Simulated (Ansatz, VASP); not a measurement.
## BAs: VASP beside Ansatz

The input INCAR:

```
  PREC = Accurate
  ENCUT = 560
  EDIFF = 1E-6
  ISMEAR = -1
  SIGMA = 0.02
  LREAL = F
  LASPH = T
  NELM = 120
  ALGO = Normal
  ISIF = 2
  LWAVE = F
  LCHARG = F
  GGA = PE
  NBANDS = 16
  GGA_COMPAT = F
```

The input KPOINTS:

```
Automatic mesh
0
Gamma
  10 10 10
```

File POSCAR:

```
BAs
1.0
    0.0000000000      2.3440302520      2.3440302520
    2.3440302520      0.0000000000      2.3440302520
    2.3440302520      2.3440302520      0.0000000000
B As
1 1
Direct
    0.0000000000      0.0000000000      0.0000000000
    0.2500000000      0.2500000000      0.2500000000
```

Input for Ansatz:

```yaml
crystal:
  lattice:
    - [0.0, 2.344030252, 2.344030252]
    - [2.344030252, 0.0, 2.344030252]
    - [2.344030252, 2.344030252, 0.0]
  atoms:
    - { symbol: B, position: [0.0, 0.0, 0.0] }
    - { symbol: As, position: [0.25, 0.25, 0.25] }
kpoints:
  mp_grid: { grid: [10, 10, 10] }
  band_path:
    path:
      - [0.0, 0.0, 0.0]
      - [-0.5, -0.5, 0.0]
      - [-0.375, -0.375, 0.25]
      - [-0.375, 0.0, 0.375]
      - [0.0, 0.0, 0.5]
      - [-0.5, -0.25, 0.25]
      - [0.0, 0.401042, 0.401042]
    npoints: 1
hamiltonian:
  xc: pbe
scf:
  occupations: { method: fermi_dirac, width: 0.02 }
  n_extra_bands: 4
output:
  forces: true
  stress: true
  eigenvalues: true
```

Change from the starting cell: hydrostatic strain -2.0%.

Alike in both runs: task single point; functional PBE; k mesh 10 × 10 × 10; occupations fermi-dirac, width 0.02 eV; no spin polarisation.

|  | VASP | Ansatz |
| --- | --- | --- |
| version | VASP 6.6.1 | Ansatz 0.2.0 |
| potentials or method | VASP PAW PBE potentials, release 64 (B, As_d) | plane waves, PAW |
| plane-wave cutoff (eV) | 560 | 420 |
| valence electrons in the cell | 18 | 18 |

|  | VASP | Ansatz | Ansatz less VASP |
| --- | --- | --- | --- |
| gap on the k mesh at the Fermi level (eV) | 1.13 | 1.13 | -0.002 |
| pressure (GPa) | 11.5 | 11.8 | +0.27 |

With one functional, cell and mesh, what is left measures potentials, basis and numerics.
